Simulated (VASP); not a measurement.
Write the native input for VASP 6.6.1 that does the following.

```yaml
Task: single point
Functional: PBEsol
Potentials_or_basis: VASP PAW PBE potentials, release 64 (Si, Mo_sv)
Cutoff: 520 eV
k_mesh: 20 × 20 × 20
Occupations: gaussian, width 0.15 eV
Spin: no spin polarisation
Dipole_correction: no
Further_INCAR_settings: ALGO = Normal; EDIFF = 1e-07; NBANDS = 18
```

The structure of Si2Mo lies in POSCAR:

```
Si2Mo
1.0
   -1.5152833265      1.5152833265      4.1062266000
    1.5152833265     -1.5152833265      4.1062266000
    1.5152833265      1.5152833265     -4.1062266000
Si Mo
2 1
Direct
    0.3350596655      0.3350596655      0.0000000000
    0.6649403345      0.6649403345      0.0000000000
    0.0000000000      0.0000000000      0.0000000000
```

This cell differs from its parent crystal: strain -0.050 along x and y, +0.050 along z.

These files were run (other wordings do the same):

INCAR

```
PREC = Accurate
ENCUT = 520
EDIFF = 1E-7
ISMEAR = 0
SIGMA = 0.15
LREAL = F
LASPH = T
NELM = 60
ALGO = Normal
ISIF = 2
LWAVE = F
LCHARG = F
GGA = PS
NBANDS = 18
```

KPOINTS

```
regular mesh
0
Gamma
  20 20 20
```

Potentials or basis: VASP PAW PBE potentials, release 64 (Si, Mo_sv).

Run with:

```sh
$ cat potpaw_PBE.64/Si/POTCAR potpaw_PBE.64/Mo_sv/POTCAR > POTCAR
$ mpirun -np 1 vasp_std > vasp.out
```

It gave:

| Item | Value |
| --- | --- |
| Pressure | 13.7 GPa |
| Largest force | 0.051 eV/Å |
| Band gap on the k mesh | zero (bands 11 and 12 overlap by 1.25 eV) |

Caveat: the cell differs from its parent crystal (strain -0.050 along x and y, +0.050 along z); the stress differs along the axes, from -10 to 26 GPa; the PAW data sets were made with another functional, which shifts forces and pressure a little.

Wall time 15 min on 1 thread of Intel Xeon 8259CL (shared host), peak memory 0.53 GiB.
